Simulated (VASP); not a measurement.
Here is a VASP 6.6.1 calculation.

Contents of INCAR:

```
SYSTEM = Ag
  PREC = Accurate
  ENCUT = 600
  EDIFF = 1E-7
  ISMEAR = 1
  SIGMA = 0.1
  LREAL = .FALSE.
  LASPH = .TRUE.
  NELM = 80
  ALGO = Normal
  ISIF = 3
  LWAVE = .FALSE.
  LCHARG = .FALSE.
  GGA = PS
  IBRION = 2
  NSW = 60
  EDIFFG = -0.005
```

File KPOINTS:

```
regular mesh
0
G
  23 23 23
  0 0 0
```

Contents of POSCAR:

```
Ag
1.0
    0.0000000000      2.0450000000      2.0450000000
    2.0450000000      0.0000000000      2.0450000000
    2.0450000000      2.0450000000      0.0000000000
Ag
1
Direct
    0.0000000000      0.0000000000      0.0000000000
```

Potentials or basis: VASP PAW PBE potentials, release 64 (Ag).

Launch:

```bash
$ cat potpaw_PBE.64/Ag/POTCAR > POTCAR
$ mpirun -np 1 vasp_std > vasp.out
```

(1) Predict the relaxed volume.

(2) Predict the band gap on the k mesh.

(3) What does it give for the relaxed cell?

(4) What does it give for the space group after relaxing (to 0.1 Å)?

## Answers

(1) 16.62 Å³/atom.

(2) zero (an odd number of electrons rules out a gap without spin polarisation).

(3) a = 2.865 Å, b = 2.865 Å, c = 2.865 Å, α = 60.00°, β = 60.00°, γ = 60.00°.

(4) Fm-3m (No. 225).

Caveat: the PAW data sets were made with another functional, which shifts forces and pressure a little.
